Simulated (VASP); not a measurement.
## TmH2W: relaxation of cell and atoms with PBE

TmH2W:

```xyz
4
Lattice="3.2272 0.0000 0.0000 -1.6136 2.7949 0.0000 0.0000 0.0000 5.9966" Properties=species:S:1:pos:R:3 pbc="T T T"
Tm    0.0000    0.0000    2.9983
H     0.0000    1.8632    0.0000
H     1.6136    0.9316    0.0000
W     0.0000    0.0000    0.0000
```

The cell was built from a structure type or drawn by symmetry, and may not be a known phase.

- Program: VASP 6.6.1
- Task: relaxation of cell and atoms
- Functional: PBE
- Potentials or basis: VASP PAW PBE potentials, release 64 (Tm_3, H, W_sv), 4f in core
- Cutoff: 500 eV
- k mesh: 18 × 18 × 8
- Occupations: gaussian, width 0.1 eV
- Spin: no spin polarisation
- Dipole correction: no
- Mended: yes
- Further INCAR settings: ALGO = Normal; EDIFF = 1e-07; IBRION = 2; EDIFFG = -0.01; NSW = 100; ISIF = 3

```
Relaxed volume                        : 13.40 Å³/atom
Relaxed cell                          : a = 3.229 Å, b = 3.229 Å, c = 5.938 Å, α = 90.00°, β = 90.00°, γ = 120.00°
Space group after relaxing (to 0.1 Å) : P6/mmm (No. 191)
Energy gained by relaxing             : 0.7 meV/atom
Ionic steps                           : 5
Pressure after relaxing               : 0.0 GPa
Band gap on the k mesh                : zero (an odd number of electrons rules out a gap without spin polarisation)
```

Stress tensor (GPa, compression positive):
```
-0.07  0.00  0.00
 0.00 -0.07  0.00
 0.00  0.00  0.03
```

Step by step:
| step | energy change (eV) | largest force (eV/Å) | pressure (GPa) | volume (Å³) |
| --- | --- | --- | --- | --- |
| 1 | 0.0000 | 0.0000 | -0.62 | 54.09 |
| 2 | -0.0027 | 0.0000 | -0.07 | 53.68 |
| 3 | -0.0028 | 0.0000 | 0.11 | 53.55 |
| 4 | -0.0028 | 0.0000 | 0.12 | 53.54 |
| 5 | -0.0029 | 0.0000 | -0.04 | 53.61 |

Final structure:
```
CELL_PARAMETERS angstrom
3.22876 0.00000 0.00000
-1.61438 2.79619 0.00000
0.00000 0.00000 5.93792
ATOMIC_POSITIONS crystal
Tm 0.00000 0.00000 0.50000
H 0.33333 0.66667 0.00000
H 0.66667 0.33333 0.00000
W 0.00000 0.00000 0.00000
```

Levels at points of the mesh, in eV from the Fermi level:
| k point | band 9 | band 10 | band 11 | band 12 | band 13 | band 14 | band 15 | band 16 |
| --- | --- | --- | --- | --- | --- | --- | --- | --- |
| (0.00, 0.00, 0.00) | -4.77 | -2.01 | -2.01 | -1.91 | -0.92 | -0.02 | 0.83 | 0.83 |
| (0.50, 0.00, 0.00) | -6.14 | -3.41 | -2.42 | -1.01 | 0.04 | 1.70 | 2.32 | 2.77 |
| (0.00, 0.00, 0.50) | -4.78 | -2.00 | -2.00 | -1.90 | -0.30 | -0.02 | 1.07 | 1.07 |
| (0.50, 0.00, 0.50) | -6.23 | -2.77 | -1.74 | -0.36 | 0.37 | 0.38 | 1.65 | 1.71 |

Wall time 2.7 min on 1 thread of Intel(R) Xeon(R) 6975P-C (Granite Rapids), on a shared host, peak memory 0.32 GiB.

Caveat: spin-orbit coupling is left out, which moves the levels of the heavy elements; the 4f electrons are frozen in the core, so they carry no moment and show no levels. Spin polarisation is off, so any magnetic state and its effect on volume and gap are missing.
